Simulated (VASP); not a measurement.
# W (P-3m1) in VASP: single point with PBEsol

Aim: the single point of W with PBEsol.

Everything below comes from runs of VASP 6.6.1. Logs are shortened: lines on timing, memory, paths and dates and some standing lists are left out, and cuts for length are marked.

**1. The cell of the first run**

The structure is trigonal, space group P-3m1 (No. 164). The conventional cell has a = 2.827 Å, b = 2.827 Å, c = 13.699 Å, α = 90.00°, β = 90.00°, γ = 120.00°. Within 3.6 Å of W (site symmetry 3m) lie 12 W at 2.71 to 2.83 Å. W (site symmetry 3m) has 12 W at 2.83 Å within 3.7 Å. Within 3.7 Å of W (site symmetry 3m) lie 12 W at 2.83 Å.

**2. Single point, PBEsol (the distance across one plane changed)**

INCAR

```
SYSTEM = W
  PREC = Accurate
  ENCUT = 520
  EDIFF = 1E-6
  ISMEAR = 0
  SIGMA = 0.15
  LREAL = .False.
  LASPH = .True.
  NELM = 80
  ALGO = Fast
  ISIF = 2
  LWAVE = .False.
  LCHARG = .True.
  GGA = PS
  LELF = .True.
  LVHAR = .True.
  NBANDS = 51
```

KPOINTS

```
regular mesh
0
Gamma
  24 24 5
  0 0 0
```

POSCAR

```
W
1.0
    1.9989957669     -1.9989957669      0.0000000000
    1.9989957669      0.0000000000     -1.9989957669
    7.9093805272      7.9093805272      7.9093805272
W
6
Direct
    0.6666666667      0.6666666667      0.0842289296
    0.0000000000      0.0000000000      0.9266867176
    0.3333333333      0.3333333333      0.2527204872
    0.6666666667      0.6666666667      0.5897036024
    0.0000000000      0.0000000000      0.4212120448
    0.3333333333      0.3333333333      0.7581951600
```

Potentials or basis: VASP PAW PBE potentials, release 64 (W_sv).

On the command line:

```console
$ cat potpaw_PBE.64/W_sv/POTCAR > POTCAR
$ mpirun -np 1 vasp_std > vasp.out
```

OUTCAR:

```text
SYSTEM = W
   PREC = Accurate
   ENCUT = 520
   EDIFF = 1E-6
   ISMEAR = 0
   LREAL = .False.
   LASPH = .True.
   NELM = 80
   ISIF = 2
   GGA = PS

 ion  position               nearest neighbor table
   1  0.667  0.667  0.084-   2 2.71   2 2.71   2 2.71   3 2.83   3 2.83   3 2.83
   2  0.000  0.000  0.927-   1 2.71   1 2.71   1 2.71   6 2.83   6 2.83   6 2.83
   3  0.333  0.333  0.253-   1 2.83   1 2.83   5 2.83   5 2.83   5 2.83   1 2.83
   4  0.667  0.667  0.590-   6 2.83   6 2.83   5 2.83   5 2.83   5 2.83   6 2.83
   5  0.000  0.000  0.421-   3 2.83   4 2.83   4 2.83   4 2.83   3 2.83   3 2.83
   6  0.333  0.333  0.758-   4 2.83   4 2.83   2 2.83   2 2.83   2 2.83   4 2.83

  LATTYP: Found a hexagonal cell.
 ALAT       =     2.8270069247
 C/A-ratio  =     4.8459198348

  Lattice vectors:

 A1 = (  -1.9989957669,   0.0000000000,   1.9989957669)
 A2 = (   1.9989957669,  -1.9989957669,   0.0000000000)
 A3 = (   7.9093805272,   7.9093805272,   7.9093805272)

Analysis of symmetry for initial positions (statically):
=====================================================================
 Subroutine PRICEL returns:
 Original cell was already a primitive cell.

 Routine SETGRP: Setting up the symmetry group for a
 hexagonal supercell.

 Subroutine GETGRP returns: Found 12 space group operations
 (whereof  6 operations were pure point group operations)
 out of a pool of 24 trial point group operations.

The static configuration has the point symmetry C_3v.
 The point group associated with its full space group is D_3d.

Analysis of symmetry for dynamics (positions and initial velocities):
=====================================================================
 Subroutine PRICEL returns:
 Original cell was already a primitive cell.

 Routine SETGRP: Setting up the symmetry group for a
 hexagonal supercell.

 Subroutine GETGRP returns: Found 12 space group operations
 (whereof  6 operations were pure point group operations)
 out of a pool of 24 trial point group operations.

The dynamic configuration has the point symmetry C_3v.
 The point group associated with its full space group is D_3d.

 Subroutine INISYM returns: Found 12 space group operations
 (whereof  6 operations are pure point group operations),
 and found     1 'primitive' translations

----------------------------------------------------------------------------------------

[... 102 lines left out ...]
   EDIFFG = 0.1E-04   stopping-criterion for IOM
   NSW    =      0    number of steps for IOM
   IBRION =     -1    ionic relax: 0-MD 1-quasi-New 2-CG
   NFREE  =      0    steps in history (QN), initial steepest desc. (CG)
   ISIF   =      2    stress and relaxation
   ISYM   =      2    0-nonsym 1-usesym 2-fastsym
   POTIM  = 0.5000    time-step for ionic-motion
   TEBEG  =    0.0;   TEEND  =   0.0 temperature during run
   PSTRESS=    0.0 pullay stress
   NELECT =      84.0000    total number of electrons
   NUPDOWN=      -1.0000    fix difference up-down
   EMIN   =  10.00;   EMAX   =-10.00  energy-range for DOS
   EFERMI =   0.00;   METHOD = LEGACY
   ISMEAR =     0;   SIGMA  =   0.15  broadening in eV -4-tet -1-fermi 0-gaus
   EFERMI_NEDOS =   21; number of points for ismear=-14 and -15
   IALGO  =     68    algorithm
   IMIX   =      4    mixing-type and parameters
     AMIX     =   0.40;   BMIX     =  1.00
     AMIX_MAG =   1.60;   BMIX_MAG =  1.00
  volume/ion in A,a.u.               =      15.80       106.64
  Fermi-wavevector in a.u.,A,eV,Ry     =   1.572312  2.971239 33.635853  2.472165
  Thomas-Fermi vector in A             =   2.673765
   LORBIT       =      0    0 simple, 1 ext, 2 COOP (PROOUT), +10 PAW based schemes
   GGA     = PS    functional components
   LHFCALC =     F    Hartree Fock is set to
   AEXX    =    0.0000 exact exchange contribution
   IVDW    =     0    specifies the selected vdW correction
   LEPSILON=     F    determine dielectric tensor
   LRPA    =     F    only Hartree local field effects (RPA)
 non-spin polarized calculation
 RMM-DIIS sequential band-by-band and
 Gauss-broadening in eV      SIGMA  =   0.15
  energy-cutoff  :      520.00
  volume of cell :       94.82
 maximum number of plane-waves:      2584
 NGX is ok and might be reduce to    24
   NGX = 11   NGY = 11   NGZ = 51

 number of electron      84.0000010 magnetization

 Free energy of the ion-electron system (eV)
  ---------------------------------------------------
  ext. energy  EPLUGINS =         0.00000000
  ---------------------------------------------------
  free energy    TOTEN  =       -79.82523991 eV

  energy without entropy =      -79.74615576  energy(sigma->0) =      -79.78569784

 E-fermi :  10.8470     XC(G=0): -13.7663

 val. band max:       10.8469376679   @ k =   0.0833   0.0833   0.4000
 cond. band min:      10.8472587906   @ k =   0.2917   0.0000   0.4000
 fundamental gap:      0.0003211227
 Fermi energy:        10.8469883403

 k-point     1 :       0.0000    0.0000    0.0000
  band No.  band energies     occupation
      1     -62.7413      2.00000
      2     -62.7175      2.00000
      3     -62.6837      2.00000
      4     -62.6414      2.00000
      5     -62.6060      2.00000
      6     -62.5060      2.00000
[... 1285 lines left out ...]
     50      16.0795      0.00000
     51      16.1608      0.00000

 [... further k-points ...]

------------------------ aborting loop because EDIFF is reached ----------------------------------------

  FORCE on cell =-STRESS in cart. coord.  units (eV):
  Direction    XX          YY          ZZ          XY          YZ          ZX
  --------------------------------------------------------------------------------------
  -------------------------------------------------------------------------------------
  Total        2.7092206      2.7092206      2.7092206     -0.7716839     -0.7716839     -0.7716839
  in kB       45.7791243     45.7791243     45.7791243    -13.0395478    -13.0395478    -13.0395478
  external PRESSURE =      45.7791243 kB  Pullay stress =       0.0000000 kB

 VOLUME and BASIS-vectors are now :
 -----------------------------------------------------------------------------
  energy-cutoff  :      520.00
  volume of cell :       94.82
      direct lattice vectors                 reciprocal lattice vectors
     1.998995767 -1.998995767  0.000000000     0.166750395 -0.333500790  0.166750395
     1.998995767  0.000000000 -1.998995767     0.166750395  0.166750395 -0.333500790
     7.909380527  7.909380527  7.909380527     0.042144051  0.042144051  0.042144051

 POSITION                                       TOTAL-FORCE (eV/Angst)
 -----------------------------------------------------------------------------------
      3.33153     -0.66647     -0.66647         0.665571      0.665571      0.665571
      7.32952      7.32952      7.32952        -0.665571     -0.665571     -0.665571
      3.33153      1.33253      1.33253        -0.155618     -0.155618     -0.155618
      7.32952      3.33153      3.33153         0.038408      0.038408      0.038408
      3.33153      3.33153      3.33153        -0.038408     -0.038408     -0.038408
      7.32952      5.33052      5.33052         0.155618      0.155618      0.155618
 -----------------------------------------------------------------------------------
    total drift:                               -0.000006     -0.000006     -0.000006

  FREE ENERGIE OF THE ION-ELECTRON SYSTEM (eV)
  ---------------------------------------------------
  free  energy   TOTEN  =       -79.8252399104 eV

  energy  without entropy=      -79.7461557645  energy(sigma->0) =      -79.78569784
```

OSZICAR:

```text
N       E                     dE             d eps       ncg     rms          rms(c)
DAV:   1     0.117792471077E+04    0.11779E+04   -0.48668E+04 28458   0.196E+03
DAV:   2    -0.783977590138E+01   -0.11858E+04   -0.11601E+04 29041   0.638E+02
DAV:   3    -0.804862779087E+02   -0.72647E+02   -0.68883E+02 32219   0.147E+02
[... 12 lines left out ...]
RMM:  16    -0.798252259107E+02   -0.12328E-04   -0.27842E-04 40576   0.441E-02    0.113E-02
RMM:  17    -0.798252357895E+02   -0.98788E-05   -0.12159E-04 34983   0.186E-02    0.708E-03
RMM:  18    -0.798252380893E+02   -0.22998E-05   -0.29620E-05 26828   0.933E-03    0.301E-03
RMM:  19    -0.798252394257E+02   -0.13364E-05   -0.16296E-05 21853   0.470E-03    0.174E-03
RMM:  20    -0.798252399104E+02   -0.48466E-06   -0.51558E-06 20628   0.290E-03
   1 F= -.79825240E+02 E0= -.79785698E+02  d E =-.790841E-01
```

Run time: 42 min. Hardware: 1 thread of Oxide Virtual Turin-like, shared host; peak memory 0.87 GiB.

What came out:

| Property | Result |
| --- | --- |
| Free energy | -79.8252 eV |
| Pressure | 4.6 GPa |
| Largest force | 1.153 eV/Å |
| Band gap on the k mesh | zero (bands 42 and 43 overlap by 0.98 eV) |

Forces in eV/Å, atoms in the order of the input:
```
W    0.666  0.666  0.666
W   -0.666 -0.666 -0.666
W   -0.156 -0.156 -0.156
W    0.038  0.038  0.038
W   -0.038 -0.038 -0.038
W    0.156  0.156  0.156
```

Caveat: the cell differs from its parent crystal (the distance across one plane changed); the cell stands under pressure; the PAW data sets were made with another functional, which shifts forces and pressure a little; spin-orbit coupling is left out, which moves the levels of the heavy elements.
